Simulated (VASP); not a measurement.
# Ge5As (R-3m) in VASP: a series of runs

The runs below take Ge5As through single point, relaxation of cell and atoms, with PBE.

Program: VASP 6.6.1. These are calculated values, not measurements. Logs are shortened: lines on timing, memory, paths and dates and some standing lists are left out, and cuts for length are marked.

### Step 1. The cell of the first run

The structure is trigonal, space group R-3m (No. 166). The conventional cell has a = 6.203 Å, b = 6.203 Å, c = 12.026 Å, α = 90.00°, β = 90.00°, γ = 120.00°. Within 3.6 Å of Ge (site symmetry 3m) lie 6 Ge at 2.70 to 3.58 Å and 3 As at 3.58 Å. Within 3.5 Å of Ge (site symmetry 2/m) lie 2 As at 2.69 Å and 6 Ge at 2.70 to 3.10 Å. As (site symmetry -3m) has 6 Ge at 2.69 Å within 3.5 Å.

### Step 2. Single point, PBE

File INCAR:

```
SYSTEM = Ge5As
  PREC = Accurate
  ENCUT = 520
  EDIFF = 1E-6
  ISMEAR = 0
  SIGMA = 0.1
  LREAL = .FALSE.
  LASPH = .TRUE.
  NELM = 60
  ALGO = Normal
  ISIF = 2
  LWAVE = .FALSE.
  LCHARG = .FALSE.
  GGA = PE
  NBANDS = 46
```

File KPOINTS:

```
regular mesh
0
G
  3 3 3
  0 0 0
```

File POSCAR:

```
Ge5As
1.0
    3.1017345313      1.7907872666      4.0087109165
   -3.1017345313      1.7907872666      4.0087109165
    0.0000000000     -3.5815745332      4.0087109165
Ge As
5 1
Direct
    0.3346123575      0.3346123575      0.3346123575
    0.6653876425      0.6653876425      0.6653876425
    0.0000000000      0.0000000000      0.5000000000
    0.5000000000      0.0000000000      0.0000000000
    0.0000000000      0.5000000000      0.0000000000
    0.0000000000      0.0000000000      0.0000000000
```

Potentials or basis: VASP PAW PBE potentials, release 64 (Ge_d, As).

The run is started by

```
$ cat potpaw_PBE.64/Ge_d/POTCAR potpaw_PBE.64/As/POTCAR > POTCAR
$ mpirun -np 1 vasp_std > vasp.out
```

OUTCAR:

```text
SYSTEM = Ge5As
   PREC = Accurate
   ENCUT = 520
   EDIFF = 1E-6
   ISMEAR = 0
   LREAL = .FALSE.
   LASPH = .TRUE.
   NELM = 60
   ISIF = 2
   GGA = PE

 ion  position               nearest neighbor table
   1  0.335  0.335  0.335-   3 2.70   4 2.70   5 2.70
   2  0.665  0.665  0.665-   3 2.70   4 2.70   5 2.70
   3  0.000  0.000  0.500-   6 2.69   6 2.69   1 2.70   2 2.70
   4  0.500  0.000  0.000-   6 2.69   6 2.69   1 2.70   2 2.70
   5  0.000  0.500  0.000-   6 2.69   6 2.69   1 2.70   2 2.70
   6  0.000  0.000  0.000-   3 2.69   3 2.69   5 2.69   4 2.69   5 2.69   4 2.69

  LATTYP: Found a trigonal (rhomboedric) cell.
 ALAT       =     5.3756338556
 COS(alpha) =     0.3341446634

  Lattice vectors:

 A1 = (   3.1017345313,   1.7907872666,   4.0087109165)
 A2 = (  -3.1017345313,   1.7907872666,   4.0087109165)
 A3 = (   0.0000000000,  -3.5815745332,   4.0087109165)

Analysis of symmetry for initial positions (statically):
=====================================================================
 Subroutine PRICEL returns:
 Original cell was already a primitive cell.

 Routine SETGRP: Setting up the symmetry group for a
 trigonal (rhombohedral) supercell.

 Subroutine GETGRP returns: Found 12 space group operations
 (whereof 12 operations were pure point group operations)
 out of a pool of 12 trial point group operations.

The static configuration has the point symmetry D_3d.

Analysis of symmetry for dynamics (positions and initial velocities):
=====================================================================
 Subroutine PRICEL returns:
 Original cell was already a primitive cell.

 Routine SETGRP: Setting up the symmetry group for a
 trigonal (rhombohedral) supercell.

 Subroutine GETGRP returns: Found 12 space group operations
 (whereof 12 operations were pure point group operations)
 out of a pool of 12 trial point group operations.

The dynamic configuration has the point symmetry D_3d.

 Subroutine INISYM returns: Found 12 space group operations
 (whereof 12 operations are pure point group operations),
 and found     1 'primitive' translations

----------------------------------------------------------------------------------------

                                     Primitive cell
[... 78 lines left out ...]
   ENCUT  =  520.0 eV  38.22 Ry    6.18 a.u.  10.00 10.00 10.00*2*pi/ulx,y,z
   NELM   =     60;   NELMIN=  2; NELMDL= -5     # of ELM steps
   EDIFF  = 0.1E-05   stopping-criterion for ELM
   LREAL  =      F    real-space projection
   EDIFFG = 0.1E-04   stopping-criterion for IOM
   NSW    =      0    number of steps for IOM
   IBRION =     -1    ionic relax: 0-MD 1-quasi-New 2-CG
   NFREE  =      0    steps in history (QN), initial steepest desc. (CG)
   ISIF   =      2    stress and relaxation
   ISYM   =      2    0-nonsym 1-usesym 2-fastsym
   POTIM  = 0.5000    time-step for ionic-motion
   TEBEG  =    0.0;   TEEND  =   0.0 temperature during run
   PSTRESS=    0.0 pullay stress
   NELECT =      75.0000    total number of electrons
   NUPDOWN=      -1.0000    fix difference up-down
   EMIN   =  10.00;   EMAX   =-10.00  energy-range for DOS
   EFERMI =   0.00;   METHOD = LEGACY
   ISMEAR =     0;   SIGMA  =   0.10  broadening in eV -4-tet -1-fermi 0-gaus
   EFERMI_NEDOS =   21; number of points for ismear=-14 and -15
   IALGO  =     38    algorithm
   IMIX   =      4    mixing-type and parameters
     AMIX     =   0.40;   BMIX     =  1.00
     AMIX_MAG =   1.60;   BMIX_MAG =  1.00
  volume/ion in A,a.u.               =      22.27       150.26
  Fermi-wavevector in a.u.,A,eV,Ry     =   1.350497  2.552070 24.814889  1.823843
  Thomas-Fermi vector in A             =   2.477997
   LORBIT       =      0    0 simple, 1 ext, 2 COOP (PROOUT), +10 PAW based schemes
   GGA     = PE    functional components
   LHFCALC =     F    Hartree Fock is set to
   AEXX    =    0.0000 exact exchange contribution
   IVDW    =     0    specifies the selected vdW correction
   LEPSILON=     F    determine dielectric tensor
   LRPA    =     F    only Hartree local field effects (RPA)
 non-spin polarized calculation
 Gauss-broadening in eV      SIGMA  =   0.10
  energy-cutoff  :      520.00
  volume of cell :      133.60
 maximum number of plane-waves:      3628
   NGX = 19   NGY = 19   NGZ = 19

 number of electron      75.0000047 magnetization

 Free energy of the ion-electron system (eV)
  ---------------------------------------------------
  ext. energy  EPLUGINS =         0.00000000
  ---------------------------------------------------
  free energy    TOTEN  =       -24.93999351 eV

  energy without entropy =      -24.92835258  energy(sigma->0) =      -24.93417305

 E-fermi :   5.2003     XC(G=0): -10.2599

 val. band max:        5.1559165945   @ k =   0.3333   0.3333   0.0000
 cond. band min:       5.3674971242   @ k =   0.3333   0.0000   0.0000
 fundamental gap:      0.2115805297
 Fermi energy:         5.2003265343

 k-point     1 :       0.0000    0.0000    0.0000
  band No.  band energies     occupation
      1     -19.7650      2.00000
      2     -19.7517      2.00000
      3     -19.7517      2.00000
      4     -19.7442      2.00000
      5     -19.7442      2.00000
      6     -19.7298      2.00000
[... 283 lines left out ...]
     45       9.2189      0.00000
     46       9.5023      0.00000

------------------------ aborting loop because EDIFF is reached ----------------------------------------

  FORCE on cell =-STRESS in cart. coord.  units (eV):
  Direction    XX          YY          ZZ          XY          YZ          ZX
  --------------------------------------------------------------------------------------
  -------------------------------------------------------------------------------------
  Total        0.0162680      0.0162680     -0.2168145      0.0000000     -0.0000000      0.0000000
  in kB        0.1950918      0.1950918     -2.6001249      0.0000000     -0.0000000      0.0000000
  external PRESSURE =      -0.7366471 kB  Pullay stress =       0.0000000 kB

 VOLUME and BASIS-vectors are now :
 -----------------------------------------------------------------------------
  energy-cutoff  :      520.00
  volume of cell :      133.60
      direct lattice vectors                 reciprocal lattice vectors
     3.101734531  1.790787267  4.008710917     0.161200127  0.093068937  0.083152250
    -3.101734531  1.790787267  4.008710917    -0.161200127  0.093068937  0.083152250
     0.000000000 -3.581574533  4.008710917     0.000000000 -0.186137873  0.083152250

 POSITION                                       TOTAL-FORCE (eV/Angst)
 -----------------------------------------------------------------------------------
      0.00000      0.00000      4.02409        -0.000000     -0.000000      0.001693
      0.00000      0.00000      8.00204        -0.000000      0.000000     -0.001693
      0.00000     -1.79079      2.00436         0.000000     -0.000000     -0.000000
      1.55087      0.89539      2.00436        -0.000000     -0.000000      0.000000
     -1.55087      0.89539      2.00436         0.000000      0.000000      0.000000
      0.00000      0.00000      0.00000        -0.000000      0.000000      0.000000
 -----------------------------------------------------------------------------------
    total drift:                                0.000000     -0.000000      0.000000

  FREE ENERGIE OF THE ION-ELECTRON SYSTEM (eV)
  ---------------------------------------------------
  free  energy   TOTEN  =       -24.9399935074 eV

  energy  without entropy=      -24.9283525832  energy(sigma->0) =      -24.93417305
```

OSZICAR:

```text
N       E                     dE             d eps       ncg     rms          rms(c)
DAV:   1     0.798635354775E+03    0.79864E+03   -0.35721E+04   652   0.420E+03
DAV:   2     0.125801642991E+03   -0.67283E+03   -0.65489E+03   552   0.985E+02
DAV:   3    -0.140496377801E+02   -0.13985E+03   -0.13618E+03   582   0.231E+02
DAV:   4    -0.248054067496E+02   -0.10756E+02   -0.10543E+02   626   0.703E+01
DAV:   5    -0.251397958158E+02   -0.33439E+00   -0.33342E+00   622   0.134E+01    0.373E+00
DAV:   6    -0.249722933632E+02    0.16750E+00   -0.30675E-01   732   0.466E+00    0.217E+00
DAV:   7    -0.249400243188E+02    0.32269E-01   -0.22863E-01   630   0.324E+00    0.483E-01
DAV:   8    -0.249397217500E+02    0.30257E-03   -0.49900E-02   674   0.391E+00    0.212E-01
DAV:   9    -0.249398221743E+02   -0.10042E-03   -0.71030E-03   666   0.214E+00    0.794E-02
DAV:  10    -0.249399650259E+02   -0.14285E-03   -0.17447E-03   648   0.539E-01    0.481E-02
DAV:  11    -0.249399928054E+02   -0.27779E-04   -0.29370E-04   696   0.138E-01    0.169E-02
DAV:  12    -0.249399906407E+02    0.21647E-05   -0.46035E-05   828   0.128E-01    0.921E-03
DAV:  13    -0.249399928236E+02   -0.21829E-05   -0.21460E-05   750   0.502E-02    0.279E-03
DAV:  14    -0.249399935074E+02   -0.68380E-06   -0.78973E-06   510   0.712E-02
   1 F= -.24939994E+02 E0= -.24934173E+02  d E =-.116409E-01
```

stdout:

```text
POSCAR found type information on POSCAR GeAs
 POSCAR found :  2 types and       6 ions
 scaLAPACK will be used
 LDA part: xc-table for (Slater+PW92), standard interpolation
 POSCAR, INCAR and KPOINTS ok, starting setup
 FFT: planning ... GRIDC
 FFT: planning ... GRID_SOFT
 FFT: planning ... GRID
 WAVECAR not read
 entering main loop
```

It took 42 s on 1 thread of Intel Xeon Platinum 8488C (Sapphire Rapids), shared host; peak memory 0.23 GiB.

Results:

| Quantity | Value |
| --- | --- |
| Free energy | -24.9400 eV |
| Pressure | -0.1 GPa |

Levels at points of the mesh, in eV from the Fermi level:
| k point | band 35 | band 36 | band 37 | band 38 | band 39 | band 40 |
| --- | --- | --- | --- | --- | --- | --- |
| (0.00, 0.00, 0.00) | -2.44 | -1.69 | -1.69 | -0.79 | -0.79 | -0.22 |

Caveat: the k points lie up to 0.43 Å⁻¹ apart.

(Continued in part 2 of 2.)
